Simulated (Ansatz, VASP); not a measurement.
## One calculation of InP, two programs

File INCAR:

```
SYSTEM = InP
PREC     = Accurate       ! precision mode
ENCUT    = 500            ! plane-wave cutoff, eV
EDIFF    = 1E-6           ! SCF threshold, eV
ISMEAR   = -1             ! smearing method
SIGMA    = 0.01           ! smearing width, eV
LREAL    = .FALSE.        ! projectors in reciprocal space
LASPH    = .TRUE.         ! aspherical terms in the spheres
NELM     = 120            ! most SCF steps
ALGO     = Normal         ! electronic algorithm
ISIF     = 2              ! what is computed and relaxed
LWAVE    = .FALSE.        ! write WAVECAR
LCHARG   = .TRUE.         ! write CHGCAR
GGA      = PE             ! functional
LELF     = .TRUE.         ! ELF
LVHAR    = .TRUE.       
NBANDS   = 16             ! bands
GGA_COMPAT= .FALSE.
```

KPOINTS

```
regular mesh
0
G
  6 6 6
  0 0 0
```

Contents of POSCAR:

```
InP
1.0
    0.0000000000      2.9541317328      2.9541317328
    2.9541317328      0.0000000000      2.9541317328
    2.9541317328      2.9541317328      0.0000000000
In P
1 1
Direct
    0.0000000000      0.0000000000      0.0000000000
    0.7500000006      0.7500000006      0.7500000006
```

Input for Ansatz:

```yaml
crystal:
  lattice:
    - [0.0, 2.9541317328, 2.9541317328]
    - [2.9541317328, 0.0, 2.9541317328]
    - [2.9541317328, 2.9541317328, 0.0]
  atoms:
    - { symbol: In, position: [0.0, 0.0, 0.0] }
    - { symbol: P, position: [0.7500000006, 0.7500000006, 0.7500000006] }
basis:
  ecutwfc: 420.0
  ecutrho_ratio: 4
  xc_grid: 2
  precision: f64
hamiltonian:
  pseudopotentials: { kind: paw, azcp: { folder: soft_1 } }
  xc: pbe
scf:
  max_iter: 60
  occupations: { method: fermi_dirac, width: 0.01 }
kpoints:
  mp_grid: { grid: [6, 6, 6] }
  band_path: { path: [VBM, CBM], npoints: 1 }
checkpoint:
  write: "../edges0.hse06.run"
  compress: false
  write_wavefunctions: true
  write_every: 100000
```

Alike in both runs: task single point; functional PBE; k mesh 6 × 6 × 6; occupations fermi-dirac, width 0.01 eV; no spin polarisation.

|  | VASP | Ansatz |
| --- | --- | --- |
| version | VASP 6.6.1 | Ansatz 0.2.0 |
| potentials or method | VASP PAW PBE potentials, release 64 (In_d, P), cutoff 500 eV | plane-wave PAW DFT |
| valence electrons in the cell | 18 | 18 |

```tsv
	VASP	Ansatz	Ansatz less VASP
gap on the k mesh at the Fermi level (eV)	0.58	0.58	+0.002
```
